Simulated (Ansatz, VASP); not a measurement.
# AlNi in VASP and in Ansatz

```xyz
12
Lattice="2.8931 0.0000 0.0000 0.0000 4.0914 0.0000 0.0000 0.0000 25.2286" Properties=species:S:1:pos:R:3 pbc="T T T"
Al    1.4465    0.0000    7.4181
Al    1.4465    2.0457    9.5345
Al    1.4465    0.0000   11.5990
Al    1.4465    2.0457   13.6296
Al    1.4465    0.0000   15.6941
Al    1.4465    2.0457   17.8105
Ni    0.0000    2.0457    7.5937
Ni    0.0000    0.0000    9.5674
Ni    0.0000    2.0457   11.5763
Ni    0.0000    0.0000   13.6523
Ni    0.0000    2.0457   15.6612
Ni    0.0000    0.0000   17.6349
```

Alike in both runs: functional PBE; k mesh 12 × 9 × 1; occupations gaussian, width 0.1 eV; no spin polarisation.

Ansatz relaxed the structure, and its values are those at the end. VASP's run is a single point on that final structure, the one shown.

|  | VASP | Ansatz |
| --- | --- | --- |
| version | VASP 6.6.1 | Ansatz 0.2.0 |
| potentials or method | VASP PAW PBE potentials, release 64 (Al, Ni), cutoff 520 eV | scalar-relativistic, plane waves, PAW |
| valence electrons in the cell | 78 | 126 |

|  | VASP | Ansatz | Ansatz less VASP |
| --- | --- | --- | --- |
| gap on the k mesh at the Fermi level (eV) | none | none | - |
| rms of the force components (eV/Å) | 0.008 | 0.009 | +0.0002 |

A gap of «none» marks a metal or a gap that the smearing closes. With one functional, cell and mesh, what is left measures potentials, basis and numerics. VASP's potentials hold 78 valence electrons a cell and Ansatz's 126, so a difference there can come from the potentials and not from the codes. Ansatz's warnings: xc potential rough in thin density.
